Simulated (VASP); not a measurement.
A run of VASP 6.6.1 is set up as follows.

Contents of INCAR:

```
SYSTEM = Al
PREC = Accurate
ENCUT = 520
EDIFF = 1E-6
ISMEAR = 0
SIGMA = 0.15
LREAL = .FALSE.
LASPH = .TRUE.
NELM = 100
ALGO = Fast
ISIF = 2
LWAVE = .FALSE.
LCHARG = .FALSE.
GGA = PE
NBANDS = 10
```

The input KPOINTS:

```
Automatic mesh
0
G
  20 20 12
  0 0 0
```

Contents of POSCAR:

```
Al
1.0
   -1.5959973539      1.5959973539      1.6175102401
    1.5959973539     -1.5959973539      1.6175102401
    3.1919947077      3.1919947077      0.0000000000
Al
2
Direct
    0.0000000000      0.0000000000      0.0000000000
    0.5000000000      0.5000000000      0.5000000000
```

Potentials or basis: VASP PAW PBE potentials, release 64 (Al).

Command:

```sh
$ cat potpaw_PBE.64/Al/POTCAR > POTCAR
$ mpirun -np 1 vasp_std > vasp.out
```

(1) Estimate the band gap on the k mesh.

(2) Estimate the pressure.

Results:

(1) zero (bands 3 and 4 overlap by 9.14 eV).

(2) 1.9 GPa.

Caveat: the cell differs from its parent crystal (the cell strained).
